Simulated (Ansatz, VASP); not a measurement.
# W: VASP beside Ansatz

INCAR

```
SYSTEM = W
ALGO = Normal
EDIFF = 1E-7
ENCUT = 520
GGA = PS
ISIF = 2
ISMEAR = -1
LASPH = .TRUE.
LCHARG = .FALSE.
LREAL = .FALSE.
LWAVE = .FALSE.
NBANDS = 21
NELM = 80
PREC = Accurate
SIGMA = 0.05
```

Contents of KPOINTS:

```
k-points
0
G
  10 10 10
  0 0 0
```

Contents of POSCAR:

```
W
1.0
    0.0000000000      2.7225927735      2.7225927735
    2.7225927735      0.0000000000      2.7225927735
    2.7225927735      2.7225927735      0.0000000000
W
2
Direct
   -0.2600000000     -0.0800000000     -0.0800000000
    0.2600000000      0.0800000000      0.0800000000
```

Input for Ansatz:

```yaml
crystal:
  lattice:
    - [0.0, 2.7225927735, 2.7225927735]
    - [2.7225927735, 0.0, 2.7225927735]
    - [2.7225927735, 2.7225927735, 0.0]
  atoms:
    - { symbol: W, position: [-0.26, -0.08, -0.08] }
    - { symbol: W, position: [0.26, 0.08, 0.08] }
kpoints:
  mp_grid: { grid: [10, 10, 10] }
scf:
  occupations: { method: fermi_dirac, width: 0.05 }
hamiltonian:
  xc: pbesol
  pseudopotentials: { kind: paw }
output:
  forces: true
  stress: true
  eigenvalues: true
  populations: true
  write_density: true
  write_potential: true
  elf: true
  volumetric_format: npy
```

Change from the starting cell: shortest bond scaled by 0.64, PAW files.

Alike in both runs: task single point; functional PBEsol; k mesh 10 × 10 × 10; occupations fermi-dirac, width 0.05 eV; no spin polarisation.

|  | VASP | Ansatz |
| --- | --- | --- |
| version | VASP 6.6.1 | Ansatz 0.2.0 |
| potentials or method | VASP PAW PBE potentials, release 64 (W_sv) | PAW with Ansatz's default frozen-core files, scalar-relativistic |
| plane-wave cutoff (eV) | 520 | 420 |
| valence electrons in the cell | 28 | 28 |

|  | VASP | Ansatz | Ansatz less VASP |
| --- | --- | --- | --- |
| pressure (GPa) | 241.5 | 243.6 | +2.04 |
| traceless stress, the component that is largest in VASP (GPa) | -238.42 | -238.19 | +0.226 |
| rms of the force components (eV/Å) | 65.868 | 65.862 | -0.0061 |

VASP's potentials were made for PBE, not for PBEsol. Atom by atom the forces differ by 0.006 eV/Å (rms over components). Both programs put the cell under a high pressure, so it lies far from rest at this level. With one functional, cell and mesh, what is left measures potentials, basis and numerics.

Spin-orbit coupling is off throughout. Noted on VASP's run: the cell as given lies far from equilibrium.
